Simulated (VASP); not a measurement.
# Li2P (CdCl2 type) (R-3m) in VASP: single point with r2SCAN

Aim: the single point of Li2P (CdCl2 type) with r2SCAN.

Everything below comes from runs of VASP 6.6.1. Logs are shortened: lines on timing, memory, paths and dates and some standing lists are left out, and cuts for length are marked.

## (1) The cell of the first run

The structure is trigonal, space group R-3m (No. 166). The conventional cell has a = 3.710 Å, b = 3.710 Å, c = 6.324 Å, α = 90.00°, β = 90.00°, γ = 120.00°. P (site symmetry -3m) has 8 Li at 2.14 to 2.18 Å within 2.8 Å. Li (site symmetry 3m) has 4 Li at 1.96 to 2.15 Å and 4 P at 2.14 to 2.18 Å within 2.6 Å.

## (2) Single point, r2SCAN

POSCAR

```
Li2P
1.0
    1.8551618519     -1.0710781946      2.1081346069
    0.0000000000      2.1421563892      2.1081346069
   -1.8551618519     -1.0710781946      2.1081346069
P Li
1 2
Direct
    0.0000000000      0.0000000000      0.0000000000
    0.3447521714      0.3447521714      0.3447521714
    0.6552478286      0.6552478286      0.6552478286
```

INCAR.step1

```
SYSTEM = Li2P
PREC = Accurate
ENCUT = 520
ISMEAR = -1
SIGMA = 0.05
LREAL = .FALSE.
LASPH = .TRUE.
NELM = 100
NBANDS = 12
GGA = PE
ALGO = Normal
EDIFF = 1E-4
LWAVE = .TRUE.
LCHARG = .FALSE.
```

INCAR.step2

```
SYSTEM = Li2P
PREC = Accurate
ENCUT = 520
EDIFF = 1E-6
ISMEAR = -1
SIGMA = 0.05
LREAL = .FALSE.
LASPH = .TRUE.
NELM = 100
ALGO = Normal
ISIF = 2
LWAVE = .FALSE.
LCHARG = .FALSE.
METAGGA = R2SCAN
LMIXTAU = .TRUE.
NBANDS = 12
ISTART = 1
```

KPOINTS

```
Automatic mesh
0
G
  13 13 13
  0 0 0
```

Potentials or basis: VASP PAW PBE potentials, release 64 (P, Li_sv).

Started as:

```sh
$ cat potpaw_PBE.64/P/POTCAR potpaw_PBE.64/Li_sv/POTCAR > POTCAR
$ cp INCAR.step1 INCAR
$ mpirun -np 1 vasp_std > vasp.out
$ cp INCAR.step2 INCAR
$ mpirun -np 1 vasp_std > vasp.out
```

OUTCAR:

```text
SYSTEM = Li2P
   PREC = Accurate
   ENCUT = 520
   EDIFF = 1E-6
   ISMEAR = -1
   LREAL = .FALSE.
   LASPH = .TRUE.
   NELM = 100
   ISIF = 2
   METAGGA = R2SCAN
   ISTART = 1

 ion  position               nearest neighbor table
   1  0.000  0.000  0.000-   3 2.14   3 2.14   2 2.14   2 2.14   2 2.14   3 2.14   3 2.18   2 2.18

   2  0.345  0.345  0.345-   3 1.96   1 2.14   1 2.14   1 2.14   3 2.15   3 2.15   3 2.15   1 2.18

   3  0.655  0.655  0.655-   2 1.96   1 2.14   1 2.14   1 2.14   2 2.15   2 2.15   2 2.15   1 2.18

  LATTYP: Found a trigonal (rhomboedric) cell.
 ALAT       =     3.0055058670
 COS(alpha) =     0.2379939035

  Lattice vectors:

 A1 = (   1.8551618519,  -1.0710781946,   2.1081346069)
 A2 = (   0.0000000000,   2.1421563892,   2.1081346069)
 A3 = (  -1.8551618519,  -1.0710781946,   2.1081346069)

Analysis of symmetry for initial positions (statically):
=====================================================================
 Subroutine PRICEL returns:
 Original cell was already a primitive cell.

 Routine SETGRP: Setting up the symmetry group for a
 trigonal (rhombohedral) supercell.

 Subroutine GETGRP returns: Found 12 space group operations
 (whereof 12 operations were pure point group operations)
 out of a pool of 12 trial point group operations.

The static configuration has the point symmetry D_3d.

Analysis of symmetry for dynamics (positions and initial velocities):
=====================================================================
 Subroutine PRICEL returns:
 Original cell was already a primitive cell.

 Routine SETGRP: Setting up the symmetry group for a
 trigonal (rhombohedral) supercell.

 Subroutine GETGRP returns: Found 12 space group operations
 (whereof 12 operations were pure point group operations)
 out of a pool of 12 trial point group operations.

The dynamic configuration has the point symmetry D_3d.

 Subroutine INISYM returns: Found 12 space group operations
 (whereof 12 operations are pure point group operations),
 and found     1 'primitive' translations

----------------------------------------------------------------------------------------

                                     Primitive cell

  volume of cell :      25.1335

  direct lattice vectors                    reciprocal lattice vectors
     1.855161852 -1.071078195  2.108134607     0.269518263 -0.155606442  0.158117671
     0.000000000  2.142156389  2.108134607     0.000000000  0.311212883  0.158117671
    -1.855161852 -1.071078195  2.108134607    -0.269518263 -0.155606442  0.158117671

[... 96 lines left out ...]
   NELECT =      11.0000    total number of electrons
   NUPDOWN=      -1.0000    fix difference up-down
   EMIN   =  10.00;   EMAX   =-10.00  energy-range for DOS
   EFERMI =   0.00;   METHOD = LEGACY
   ISMEAR =    -1;   SIGMA  =   0.05  broadening in eV -4-tet -1-fermi 0-gaus
   EFERMI_NEDOS =   21; number of points for ismear=-14 and -15
   IALGO  =     38    algorithm
   IMIX   =      4    mixing-type and parameters
     AMIX     =   0.40;   BMIX     =  1.00
     AMIX_MAG =   1.60;   BMIX_MAG =  1.00
  volume/ion in A,a.u.               =       8.38        56.54
  Fermi-wavevector in a.u.,A,eV,Ry     =   1.242953  2.348841 21.020094  1.544933
  Thomas-Fermi vector in A             =   2.377285
   LORBIT       =      0    0 simple, 1 ext, 2 COOP (PROOUT), +10 PAW based schemes
   METAGGA = R2SCAN    functional components
   LHFCALC =     F    Hartree Fock is set to
   AEXX    =    0.0000 exact exchange contribution
   IVDW    =     0    specifies the selected vdW correction
   LEPSILON=     F    determine dielectric tensor
   LRPA    =     F    only Hartree local field effects (RPA)
 non-spin polarized calculation
  energy-cutoff  :      520.00
  volume of cell :       25.13
 maximum number of plane-waves:       689
   NGX = 11   NGY = 11   NGZ = 11

 number of electron      11.0000015 magnetization

 Free energy of the ion-electron system (eV)
  ---------------------------------------------------
  ext. energy  EPLUGINS =         0.00000000
  ---------------------------------------------------
  free energy    TOTEN  =       -12.23827045 eV

  energy without entropy =      -12.23519317  energy(sigma->0) =      -12.23673181

 E-fermi :   9.0514     XC(G=0): -11.8675

 val. band max:        9.0153705294   @ k =  -0.1538  -0.1538   0.0769
 cond. band min:       9.0650986922   @ k =  -0.0769   0.4615   0.0769
 fundamental gap:      0.0497281628
 Fermi energy:         9.0513908661

 k-point     1 :       0.0000    0.0000    0.0000
  band No.  band energies     occupation
      1     -39.4311      2.00000
      2     -38.9172      2.00000
      3      -4.8452      2.00000
      4       8.4744      1.99998
      5       8.4744      1.99998
      6      11.7270      0.00000
      7      12.3355      0.00000
      8      12.3355      0.00000
      9      17.0933      0.00000
     10      21.3191      0.00000
     11      21.3191      0.00000
     12      23.5902      0.00000
[... 331 lines left out ...]
 k-point    24 :       0.4615    0.1538    0.0000
  band No.  band energies     occupation
      1     -39.2936      2.00000
      2     -39.0260      2.00000
      3      -3.3031      2.00000
      4       2.6852      2.00000
      5       7.7004      2.00000
      6       9.6912      0.00001
      7      14.4324      0.00000
      8      15.9437      0.00000
      9      18.0140      0.00000
     10      19.0308      0.00000
     11      19.9416      0.00000
     12      22.9917      0.00000

 [... further k-points ...]

------------------------ aborting loop because EDIFF is reached ----------------------------------------

  FORCE on cell =-STRESS in cart. coord.  units (eV):
  Direction    XX          YY          ZZ          XY          YZ          ZX
  --------------------------------------------------------------------------------------
  -------------------------------------------------------------------------------------
  Total       11.1743722     11.1743722     10.7168483      0.0000000     -0.0000000      0.0000000
  in kB      712.3298526    712.3298526    683.1641912      0.0000000     -0.0000000      0.0000000
  external PRESSURE =     702.6079655 kB  Pullay stress =       0.0000000 kB

 VOLUME and BASIS-vectors are now :
 -----------------------------------------------------------------------------
  energy-cutoff  :      520.00
  volume of cell :       25.13
      direct lattice vectors                 reciprocal lattice vectors
     1.855161852 -1.071078195  2.108134607     0.269518263 -0.155606442  0.158117671
     0.000000000  2.142156389  2.108134607     0.000000000  0.311212883  0.158117671
    -1.855161852 -1.071078195  2.108134607    -0.269518263 -0.155606442  0.158117671

 POSITION                                       TOTAL-FORCE (eV/Angst)
 -----------------------------------------------------------------------------------
      0.00000      0.00000      0.00000         0.000000      0.000000      0.000000
      0.00000      0.00000      2.18035         0.000000     -0.000000      0.032489
      0.00000      0.00000      4.14405         0.000000     -0.000000     -0.032489
 -----------------------------------------------------------------------------------
    total drift:                                0.000000      0.000000     -0.000000

  FREE ENERGIE OF THE ION-ELECTRON SYSTEM (eV)
  ---------------------------------------------------
  free  energy   TOTEN  =       -12.2382704488 eV

  energy  without entropy=      -12.2351931748  energy(sigma->0) =      -12.23673181
```

OSZICAR.step1:

```text
N       E                     dE             d eps       ncg     rms          rms(c)
DAV:   1     0.428414484590E+02    0.42841E+02   -0.51303E+03  5560   0.924E+02
DAV:   2    -0.215235251958E+01   -0.44994E+02   -0.43432E+02  6704   0.201E+02
DAV:   3    -0.758589360530E+01   -0.54335E+01   -0.53827E+01 10212   0.506E+01
DAV:   4    -0.767628182350E+01   -0.90388E-01   -0.90339E-01  6764   0.815E+00
DAV:   5    -0.767757385724E+01   -0.12920E-02   -0.12920E-02  8328   0.681E-01    0.512E+00
DAV:   6    -0.760505062226E+01    0.72523E-01   -0.81332E-02  7728   0.136E+00    0.321E+00
DAV:   7    -0.759994280971E+01    0.51078E-02   -0.11662E-01  6992   0.198E+00    0.573E-01
DAV:   8    -0.760179141825E+01   -0.18486E-02   -0.15430E-02  6644   0.885E-01    0.101E-01
DAV:   9    -0.760200789014E+01   -0.21647E-03   -0.54294E-04  6932   0.210E-01    0.674E-02
DAV:  10    -0.760201922115E+01   -0.11331E-04   -0.41950E-05  4464   0.672E-02
   1 F= -.76020192E+01 E0= -.76003031E+01  d E =-.343227E-02
```

Wall time 5.8 min (1 thread of Oxide Virtual Turin-like, shared host); peak memory 0.15 GiB.

What came out:

| Quantity | Value |
| --- | --- |
| Free energy | -12.2383 eV |
| Largest force | 0.032 eV/Å |
| Band gap on the k mesh | zero (an odd number of electrons rules out a gap without spin polarisation) |

Forces on the atoms (eV/Å):
```
P    0.000  0.000  0.000
Li   0.000  0.000  0.032
Li   0.000  0.000 -0.032
```

Levels at points of the mesh, in eV from the Fermi level:
```
           k point  band 2  band 3  band 4  band 5  band 6  band 7  band 8  band 9
(0.00, 0.00, 0.00)  -47.97  -13.90   -0.58   -0.58    2.68    3.28    3.28    8.04
```

Caveat: the cutoff is under 1.25 times the usual one of these potentials, so pressure, stress and relaxed cells hold a basis-set (Pulay) error; the PAW data sets were made with another functional, which shifts forces and pressure a little.

The gap in the log of VASP goes by the Fermi energy; the results here count the filled bands.